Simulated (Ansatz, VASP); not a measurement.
**Pt in VASP and in Ansatz**

INCAR

```
PREC     = Accurate       # precision mode
ENCUT    = 520            # plane-wave cutoff, eV
EDIFF    = 1E-6           # SCF threshold, eV
ISMEAR   = 1              # smearing method
SIGMA    = 0.05           # smearing width, eV
LREAL    = False          # projectors in reciprocal space
LASPH    = True           # aspherical terms in the spheres
NELM     = 60             # most SCF steps
ALGO     = Normal         # electronic algorithm
ISIF     = 2              # what is computed and relaxed
LWAVE    = False          # write WAVECAR
LCHARG   = True           # write CHGCAR
GGA      = PE             # functional
LELF     = True           # ELF
LVHAR    = True         
NBANDS   = 11             # bands
```

Contents of KPOINTS:

```
regular mesh
0
Gamma
  10 10 10
```

File POSCAR:

```
Pt
1.0
    0.0000000000      1.9477392008      1.9477392008
    1.9477392008      0.0000000000      1.9477392008
    1.9477392008      1.9477392008      0.0000000000
Pt
1
Direct
    0.0000000000      0.0000000000      0.0000000000
```

Input for Ansatz:

```yaml
crystal:
  lattice:
    - [0.0, 1.947739200772908, 1.947739200772908]
    - [1.947739200772908, 0.0, 1.947739200772908]
    - [1.947739200772908, 1.947739200772908, 0.0]
  atoms:
    - { symbol: Pt, position: [0.0, 0.0, 0.0] }
basis:
  ecutwfc: 500.0
kpoints:
  mp_grid:
    grid: [10, 10, 10]
hamiltonian:
  xc: pbe
scf:
  occupations:
    method: cold
    width: 0.05
output:
  stress: true
```

Alike in both runs: task single point; functional PBE; k mesh 10 × 10 × 10; no spin polarisation.

|  | VASP | Ansatz |
| --- | --- | --- |
| version | VASP 6.6.1 | Ansatz 0.2.0 |
| potentials or method | VASP PAW PBE potentials, release 64 (Pt), cutoff 520 eV | plane waves, PAW |
| occupations | methfessel-paxton of order 1, width 0.05 eV | cold, width 0.05 eV |
| valence electrons in the cell | 10 | 18 |

Ansatz gave:

- pressure (GPa): 16.5

Estimate VASP's values.

pressure (GPa): 16.0.

VASP's potentials hold 10 valence electrons a cell and Ansatz's 18, so a difference there can come from the potentials and not from the codes.

Spin-orbit coupling is off throughout.
